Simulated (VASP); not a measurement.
Runs of VASP 6.6.1 on ZrC. The structure is that of space group Fm-3m (No. 225), or close to it. The cells are those of the table. 

| task | level | cell | smearing | gap on the mesh (eV) | pressure (GPa) |
| --- | --- | --- | --- | --- | --- |
| single point | PBE | a = 3.324 Å, angles 60.0°, 2 atoms | fermi-dirac 0.05 eV | none | 1.4 |
| electric field gradients | PBE+D4 | a = 3.279 Å, angles 60.0°, 2 atoms | tetrahedron | none | 7.9 |
| single point | PBE | a = 3.367 Å, angles 60.0°, 2 atoms | fermi-dirac 0.05 eV | none | -6.8 |
| single point | PBE | a = 3.346 Å, angles 60.0°, 2 atoms | fermi-dirac 0.05 eV | none | (a) |
| single point | PBE | a = 3.291, b = 3.291, c = 3.257 Å, angles 60.3, 60.3, 59.3°, 2 atoms | fermi-dirac 0.05 eV | none | 11.6 |
| single point | PBE | a = 3.340 Å, angles 59.3°, 2 atoms | fermi-dirac 0.05 eV | none | 1.4 |

Alike in all rows: potentials or basis VASP PAW PBE potentials, release 64 (Zr_sv, C); no spin polarisation; k mesh 15 × 15 × 15; cutoff (eV) 520.

Question: Fill in the values left out.

Answer: (a) -2.9.

Caveats: pairwise dispersion overbinds metals, which lowers pressure and volume (some runs).

A k mesh can miss the band edges, and the runs leave out spin-orbit coupling on Zr.

A gap of «none» marks levels without a gap at the run's occupations.
